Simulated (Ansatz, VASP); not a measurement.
BaZr7O15: VASP beside Ansatz

The input INCAR:

```
  ALGO = Normal
  EDIFF = 1E-6
  ENCUT = 600
  GGA = PE
  GGA_COMPAT = F
  ISIF = 2
  ISMEAR = 0
  LASPH = T
  LCHARG = F
  LREAL = F
  LWAVE = F
  NBANDS = 109
  NELM = 120
  PREC = Accurate
  SIGMA = 0.1
```

KPOINTS

```
k-points
0
Gamma
  2 4 4
```

Contents of POSCAR:

```
BaZr7O15
1.0
   10.2494801201      0.0000000000      0.0000000000
    0.0000000000      5.1815485682      0.0000000000
   -0.8814259939      0.0000000000      5.2341712210
Ba Zr O
1 7 15
Direct
    0.1380678900      0.4580646800      0.7079073300
    0.6380678900      0.4580646800      0.7079073300
    0.3619321100      0.9580646800      0.7920926700
    0.8619321100      0.9580646800      0.7920926700
    0.3619321100      0.5419353200      0.2920926700
    0.8619321100      0.5419353200      0.2920926700
    0.1380678900      0.0419353200      0.2079073300
    0.6380678900      0.0419353200      0.2079073300
    0.2239989100      0.7425259500      0.9785779900
    0.7239989100      0.7425259500      0.9785779900
    0.2760010900      0.2425259500      0.5214220100
    0.7760010900      0.2425259500      0.5214220100
    0.2760010900      0.2574740500      0.0214220100
    0.7760010900      0.2574740500      0.0214220100
    0.2239989100      0.7574740500      0.4785779900
    0.7239989100      0.7574740500      0.4785779900
    0.0341803900      0.3307588800      0.3462527800
    0.5341803900      0.3307588800      0.3462527800
    0.4658196100      0.8307588800      0.1537472200
    0.9658196100      0.8307588800      0.1537472200
    0.4658196100      0.6692411200      0.6537472200
    0.9658196100      0.6692411200      0.6537472200
    0.5341803900      0.1692411200      0.8462527800
```

Input for Ansatz:

```yaml
crystal:
  lattice:
    - [10.2494801201, 0.0, 0.0]
    - [0.0, 5.1815485682, 0.0]
    - [-0.8814259939, 0.0, 5.234171221]
  atoms:
    - { symbol: Ba, position: [0.13806789, 0.45806468, 0.70790733] }
    - { symbol: Zr, position: [0.63806789, 0.45806468, 0.70790733] }
    - { symbol: Zr, position: [0.36193211, 0.95806468, 0.79209267] }
    - { symbol: Zr, position: [0.86193211, 0.95806468, 0.79209267] }
    - { symbol: Zr, position: [0.36193211, 0.54193532, 0.29209267] }
    - { symbol: Zr, position: [0.86193211, 0.54193532, 0.29209267] }
    - { symbol: Zr, position: [0.13806789, 0.04193532, 0.20790733] }
    - { symbol: Zr, position: [0.63806789, 0.04193532, 0.20790733] }
    - { symbol: O, position: [0.22399891, 0.74252595, 0.97857799] }
    - { symbol: O, position: [0.72399891, 0.74252595, 0.97857799] }
    - { symbol: O, position: [0.27600109, 0.24252595, 0.52142201] }
    - { symbol: O, position: [0.77600109, 0.24252595, 0.52142201] }
    - { symbol: O, position: [0.27600109, 0.25747405, 0.02142201] }
    - { symbol: O, position: [0.77600109, 0.25747405, 0.02142201] }
    - { symbol: O, position: [0.22399891, 0.75747405, 0.47857799] }
    - { symbol: O, position: [0.72399891, 0.75747405, 0.47857799] }
    - { symbol: O, position: [0.03418039, 0.33075888, 0.34625278] }
    - { symbol: O, position: [0.53418039, 0.33075888, 0.34625278] }
    - { symbol: O, position: [0.46581961, 0.83075888, 0.15374722] }
    - { symbol: O, position: [0.96581961, 0.83075888, 0.15374722] }
    - { symbol: O, position: [0.46581961, 0.66924112, 0.65374722] }
    - { symbol: O, position: [0.96581961, 0.66924112, 0.65374722] }
    - { symbol: O, position: [0.53418039, 0.16924112, 0.84625278] }
basis:
  ecutwfc: 420
kpoints:
  mp_grid: { grid: [2, 4, 4] }
hamiltonian:
  xc: pbe
  pseudopotentials: { kind: paw, azcp: { folder: soft_1 } }
scf:
  occupations: { method: gaussian, width: 0.1 }
output:
  forces: true
  stress: true
  eigenvalues: true
```

Alike in both runs: task single point; functional PBE; k mesh 2 × 4 × 4; occupations gaussian, width 0.1 eV; no spin polarisation.

```csv
,VASP,Ansatz
version,VASP 6.6.1,Ansatz 0.2.0
potentials or method,"VASP PAW PBE potentials, release 64 (Ba_sv, Zr_sv, O), cutoff 600 eV","scalar-relativistic, plane waves, PAW"
valence electrons in the cell,184,184
```

Ansatz gave:

| Item | Value |
| --- | --- |
| gap on the k mesh at the Fermi level (eV) | 0.60 |
| least direct gap on the mesh (eV) | 0.76 |
| pressure (GPa) | 18.3 |
| traceless stress, the component that is largest in VASP (GPa) | 5.19 |
| rms of the force components (eV/Å) | 1.866 |

Problem. Which values does VASP return?

Solution. gap on the k mesh at the Fermi level (eV): 0.59; least direct gap on the mesh (eV): 0.76; pressure (GPa): 20.4; traceless stress, the component that is largest in VASP (GPa): 5.72; rms of the force components (eV/Å): 2.111.

Atom by atom the forces differ by 0.269 eV/Å (rms over components). The functional is the same, so the differences come from potentials, cutoffs and numerics.

Spin-orbit coupling is off throughout.
